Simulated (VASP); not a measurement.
# WSe2 in VASP: single point with PBEsol

Aim: the single point of WSe2 with PBEsol.

Program: VASP 6.6.1. These are calculated values, not measurements. Logs are shortened: lines on timing, memory, paths and dates and some standing lists are left out, and cuts for length are marked.

### Step 1. The cell of the first run

The cell holds a slab with vacuum, 3 atoms: a = 3.318 Å, b = 3.318 Å, c = 16.658 Å, α = 90.00°, β = 90.00°, γ = 120.00°.

### Step 2. Single point, PBEsol (all Se atoms moved +0.150 Å, as atom 2 along Cartesian [1 -1 0])

Contents of INCAR:

```
SYSTEM = WSe2
ALGO = Normal
EDIFF = 1E-6
ENCUT = 520
GGA = PS
ISIF = 2
ISMEAR = 0
LASPH = .True.
LCHARG = .True.
LELF = .True.
LREAL = .False.
LVHAR = .True.
LWAVE = .False.
NBANDS = 20
NELM = 80
PREC = Accurate
SIGMA = 0.05
```

Contents of KPOINTS:

```
k-points
0
Gamma
  12 12 2
  0 0 0
```

Contents of POSCAR:

```
WSe2
1.0
    3.3179375931      0.0000000000      0.0000000000
   -1.6589687966      2.8734182438      0.0000000000
    0.0000000000      0.0000000000     16.6581424200
W Se
1 2
Direct
    0.0000000000      0.0000000000      0.0000000000
    0.3468443691      0.6297538304      0.0997865200
    0.3468443691      0.6297538304      0.9002134800
```

Potentials or basis: VASP PAW PBE potentials, release 64 (W_sv, Se).

On the command line:

```bash
cat potpaw_PBE.64/W_sv/POTCAR potpaw_PBE.64/Se/POTCAR > POTCAR
mpirun -np 1 vasp_std > vasp.out
```

OUTCAR:

```text
SYSTEM = WSe2
   EDIFF = 1E-6
   ENCUT = 520
   GGA = PS
   ISIF = 2
   ISMEAR = 0
   LASPH = .True.
   LREAL = .False.
   NELM = 80
   PREC = Accurate

 ion  position               nearest neighbor table
   1  0.000  0.000  0.000-   2 2.46   3 2.46   2 2.51   3 2.51   2 2.65   3 2.65
   2  0.347  0.630  0.100-   1 2.46   1 2.51   1 2.65
   3  0.347  0.630  0.900-   1 2.46   1 2.51   1 2.65

  LATTYP: Found a hexagonal cell.
 ALAT       =     3.3179375931
 C/A-ratio  =     5.0206316281

  Lattice vectors:

 A1 = (   3.3179375931,   0.0000000000,   0.0000000000)
 A2 = (  -1.6589687966,   2.8734182438,   0.0000000000)
 A3 = (   0.0000000000,   0.0000000000,  16.6581424200)

Analysis of symmetry for initial positions (statically):
=====================================================================
 Subroutine PRICEL returns:
 Original cell was already a primitive cell.

 Routine SETGRP: Setting up the symmetry group for a
 hexagonal supercell.

 Subroutine GETGRP returns: Found  2 space group operations
 (whereof  2 operations were pure point group operations)
 out of a pool of 24 trial point group operations.

The static configuration has the point symmetry C_1h.

Analysis of symmetry for dynamics (positions and initial velocities):
=====================================================================
 Subroutine PRICEL returns:
 Original cell was already a primitive cell.

 Routine SETGRP: Setting up the symmetry group for a
 hexagonal supercell.

 Subroutine GETGRP returns: Found  2 space group operations
 (whereof  2 operations were pure point group operations)
 out of a pool of 24 trial point group operations.

The dynamic configuration has the point symmetry C_1h.

 Subroutine INISYM returns: Found  2 space group operations
 (whereof  2 operations are pure point group operations),
 and found     1 'primitive' translations

----------------------------------------------------------------------------------------

                                     Primitive cell

  volume of cell :     158.8158

  direct lattice vectors                    reciprocal lattice vectors
     3.317937593  0.000000000  0.000000000     0.301392046  0.174008779  0.000000000
    -1.658968797  2.873418244  0.000000000     0.000000000  0.348017558  0.000000000
     0.000000000  0.000000000 16.658142420     0.000000000  0.000000000  0.060030703

  length of vectors
     3.317937593  3.317937593 16.658142420     0.348017558  0.348017558  0.060030703

  position of ions in fractional coordinates (direct lattice)
     0.000000000  0.000000000  0.000000000
     0.346844369  0.629753830  0.099786520
     0.346844369  0.629753830  0.900213480

  ion indices of the primitive-cell ions
   primitive index   ion index
                 1           1
                 2           2
                 3           3

----------------------------------------------------------------------------------------

 KPOINTS: k-points

Automatic generation of k-mesh.
 Grid dimensions read from file:
 generate k-points for:   12   12    2

 Generating k-lattice:

  Cartesian coordinates                     Fractional coordinates (reciprocal lattice)
     0.025116004  0.014500732  0.000000000     0.083333333  0.000000000  0.000000000
     0.000000000  0.029001463  0.000000000     0.000000000  0.083333333  0.000000000
     0.000000000  0.000000000  0.030015351     0.000000000  0.000000000  0.500000000

  Length of vectors
     0.029001463  0.029001463  0.030015351

  Shift w.r.t. Gamma in fractional coordinates (k-lattice)
     0.000000000  0.000000000  0.000000000

 Subroutine IBZKPT returns following result:
 ===========================================

 Found    148 irreducible k-points:

 Following reciprocal coordinates:
            Coordinates               Weight
  0.000000  0.000000  0.000000      1.000000
  0.083333  0.000000  0.000000      2.000000
  0.000000  0.083333  0.000000      2.000000
 -0.083333  0.083333  0.000000      2.000000
  0.166667  0.000000  0.000000      2.000000
  0.000000  0.166667  0.000000      2.000000
[... 16 lines left out ...]
  0.166667  0.083333  0.000000      2.000000
 -0.083333  0.250000  0.000000      2.000000
 [... further k-points ...]
   k-points           NKPTS =    148   k-points in BZ     NKDIM =    148   number of bands    NBANDS=     20
   number of dos      NEDOS =    301   number of ions     NIONS =      3
   total plane-waves  NPLWV =  98784
   dimension x,y,z NGX =    28 NGY =   28 NGZ =  126
   dimension x,y,z NGXF=    56 NGYF=   56 NGZF=  252
   ions per type =               1   2
   NGX,Y,Z   is equivalent  to a cutoff of  14.03, 14.03, 12.57 a.u.
   NGXF,Y,Z  is equivalent  to a cutoff of  28.06, 28.06, 25.15 a.u.
 SYSTEM =  WSe2
   PREC   = accura    normal or accurate (medium, high low for compatibility)
   ISTART =      0    job   : 0-new  1-cont  2-samecut
   ICHARG =      2    charge: 1-file 2-atom 10-const
   ISPIN  =      1    spin polarized calculation?
   LNONCOLLINEAR =      F non collinear calculations
   LSORBIT =      F    spin-orbit coupling
   LASPH  =      T    aspherical Exc in radial PAW
   ENCUT  =  520.0 eV  38.22 Ry    6.18 a.u.   6.17  6.17 30.97*2*pi/ulx,y,z
   NELM   =     80;   NELMIN=  2; NELMDL= -5     # of ELM steps
   EDIFF  = 0.1E-05   stopping-criterion for ELM
   LREAL  =      F    real-space projection
   EDIFFG = 0.1E-04   stopping-criterion for IOM
   NSW    =      0    number of steps for IOM
   IBRION =     -1    ionic relax: 0-MD 1-quasi-New 2-CG
   NFREE  =      0    steps in history (QN), initial steepest desc. (CG)
   ISIF   =      2    stress and relaxation
   ISYM   =      2    0-nonsym 1-usesym 2-fastsym
   POTIM  = 0.5000    time-step for ionic-motion
   TEBEG  =    0.0;   TEEND  =   0.0 temperature during run
   PSTRESS=    0.0 pullay stress
   NELECT =      26.0000    total number of electrons
   NUPDOWN=      -1.0000    fix difference up-down
   EMIN   =  10.00;   EMAX   =-10.00  energy-range for DOS
   EFERMI =   0.00;   METHOD = LEGACY
   ISMEAR =     0;   SIGMA  =   0.05  broadening in eV -4-tet -1-fermi 0-gaus
   EFERMI_NEDOS =   21; number of points for ismear=-14 and -15
   IALGO  =     38    algorithm
   IMIX   =      4    mixing-type and parameters
     AMIX     =   0.40;   BMIX     =  1.00
     AMIX_MAG =   1.60;   BMIX_MAG =  1.00
  volume/ion in A,a.u.               =      52.94       357.25
  Fermi-wavevector in a.u.,A,eV,Ry     =   0.895574  1.692389 10.912587  0.802053
  Thomas-Fermi vector in A             =   2.017923
   LORBIT       =      0    0 simple, 1 ext, 2 COOP (PROOUT), +10 PAW based schemes
   GGA     = PS    functional components
   LHFCALC =     F    Hartree Fock is set to
   AEXX    =    0.0000 exact exchange contribution
   IVDW    =     0    specifies the selected vdW correction
   LEPSILON=     F    determine dielectric tensor
   LRPA    =     F    only Hartree local field effects (RPA)
 non-spin polarized calculation
 Gauss-broadening in eV      SIGMA  =   0.05
  energy-cutoff  :      520.00
  volume of cell :      158.82
 maximum number of plane-waves:      4302
 NGX is ok and might be reduce to    28
   NGX = 13   NGY = 13   NGZ = 61

 number of electron      25.9999999 magnetization

 Free energy of the ion-electron system (eV)
  ---------------------------------------------------
  ext. energy  EPLUGINS =         0.00000000
  ---------------------------------------------------
  free energy    TOTEN  =       -23.01819230 eV

  energy without entropy =      -23.01819230  energy(sigma->0) =      -23.01819230

 E-fermi :  -0.5320     XC(G=0):  -4.7779

 val. band max:       -0.9342268346   @ k =   0.3333   0.3333   0.0000
 cond. band min:       0.5602186328   @ k =   0.3333   0.3333   0.5000
 fundamental gap:      1.4944454674
 Fermi energy:        -0.5319505343

 k-point     1 :       0.0000    0.0000    0.0000
  band No.  band energies     occupation
      1     -74.9641      2.00000
      2     -39.2092      2.00000
      3     -39.1097      2.00000
      4     -39.0714      2.00000
      5     -15.7216      2.00000
      6     -14.4201      2.00000
[... 12 lines left out ...]
     19       4.1032      0.00000
     20       4.3545      0.00000

 k-point     2 :       0.0833    0.0000    0.0000
  band No.  band energies     occupation
      1     -74.9635      2.00000
      2     -39.2063      2.00000
      3     -39.1218      2.00000
      4     -39.0776      2.00000
      5     -15.6180      2.00000
      6     -14.3725      2.00000
[... 12 lines left out ...]
     19       4.2477      0.00000
     20       4.6844      0.00000

 k-point     3 :       0.0000    0.0833    0.0000
  band No.  band energies     occupation
      1     -74.9635      2.00000
      2     -39.2063      2.00000
      3     -39.1232      2.00000
      4     -39.0763      2.00000
      5     -15.6165      2.00000
      6     -14.3746      2.00000
[... 12 lines left out ...]
     19       4.2503      0.00000
     20       4.6653      0.00000

 k-point     4 :      -0.0833    0.0833    0.0000
  band No.  band energies     occupation
      1     -74.9635      2.00000
      2     -39.2066      2.00000
      3     -39.1132      2.00000
      4     -39.0854      2.00000
      5     -15.6240      2.00000
      6     -14.3651      2.00000
[... 12 lines left out ...]
     19       4.2348      0.00000
     20       4.6843      0.00000

 k-point     5 :       0.1667    0.0000    0.0000
  band No.  band energies     occupation
      1     -74.9618      2.00000
      2     -39.1986      2.00000
      3     -39.1581      2.00000
      4     -39.0906      2.00000
      5     -15.3209      2.00000
      6     -14.2371      2.00000
[... 12 lines left out ...]
     19       4.6402      0.00000
     20       5.3359      0.00000
[... 353 lines left out ...]
      6     -14.2705      2.00000
[... 12 lines left out ...]
     19       4.4998      0.00000
     20       5.1851      0.00000

 k-point    22 :      -0.1667    0.0833    0.0000
  band No.  band energies     occupation
      1     -74.9624      2.00000
      2     -39.2016      2.00000
      3     -39.1311      2.00000
      4     -39.1005      2.00000
      5     -15.4305      2.00000
      6     -14.2645      2.00000
[... 12 lines left out ...]
     19       4.4901      0.00000
     20       5.2065      0.00000

 k-point    23 :       0.1667    0.0833    0.0000
  band No.  band energies     occupation
      1     -74.9603      2.00000
      2     -39.1966      2.00000
      3     -39.1913      2.00000
      4     -39.0959      2.00000
      5     -15.0316      2.00000
      6     -14.1299      2.00000
[... 12 lines left out ...]
     19       5.0441      0.00000
     20       5.7619      0.00000

 k-point    24 :      -0.0833    0.2500    0.0000
  band No.  band energies     occupation
      1     -74.9603      2.00000
      2     -39.1921      2.00000
      3     -39.1837      2.00000
      4     -39.1069      2.00000
      5     -15.0514      2.00000
      6     -14.1042      2.00000
[... 12 lines left out ...]
     19       4.9927      0.00000
     20       5.7806      0.00000

 [... further k-points ...]

------------------------ aborting loop because EDIFF is reached ----------------------------------------

  FORCE on cell =-STRESS in cart. coord.  units (eV):
  Direction    XX          YY          ZZ          XY          YZ          ZX
  --------------------------------------------------------------------------------------
  -------------------------------------------------------------------------------------
  Total       -1.7574155     -0.2357492      0.5204757      0.7878028      0.0000000      0.0000000
  in kB      -17.7292926     -2.3783026      5.2507026      7.9475724      0.0000000      0.0000000
  external PRESSURE =      -4.9522975 kB  Pullay stress =       0.0000000 kB

 VOLUME and BASIS-vectors are now :
 -----------------------------------------------------------------------------
  energy-cutoff  :      520.00
  volume of cell :      158.82
      direct lattice vectors                 reciprocal lattice vectors
     3.317937593  0.000000000  0.000000000     0.301392046  0.174008779  0.000000000
    -1.658968797  2.873418244  0.000000000     0.000000000  0.348017558  0.000000000
     0.000000000  0.000000000 16.658142420     0.000000000  0.000000000  0.060030703

 POSITION                                       TOTAL-FORCE (eV/Angst)
 -----------------------------------------------------------------------------------
      0.00000      0.00000      0.00000         1.799103     -1.915639      0.000000
      0.10607      1.80955      1.66226        -0.899552      0.957819      0.160131
      0.10607      1.80955     14.99588        -0.899552      0.957819     -0.160131
 -----------------------------------------------------------------------------------
    total drift:                                0.000023     -0.000016     -0.000000

  FREE ENERGIE OF THE ION-ELECTRON SYSTEM (eV)
  ---------------------------------------------------
  free  energy   TOTEN  =       -23.0181923018 eV

  energy  without entropy=      -23.0181923018  energy(sigma->0) =      -23.01819230
```

It took 20 min on 1 thread of AMD EPYC 7R43 (Zen 3), shared host; peak memory 0.6 GiB.

Results:

* Free energy: -23.0182 eV
* Largest force: 2.628 eV/Å
* Band gap on the k mesh: 1.49 eV

Forces on the atoms (eV/Å):
```
W    1.799 -1.916  0.000
Se  -0.900  0.958  0.160
Se  -0.900  0.958 -0.160
```

Caveat: the cell differs from its parent crystal (all Se atoms moved +0.150 Å, as atom 2 along Cartesian [1 -1 0]); the PAW data sets were made with another functional, which shifts forces and pressure a little; spin-orbit coupling is left out, which moves the levels of the heavy elements.
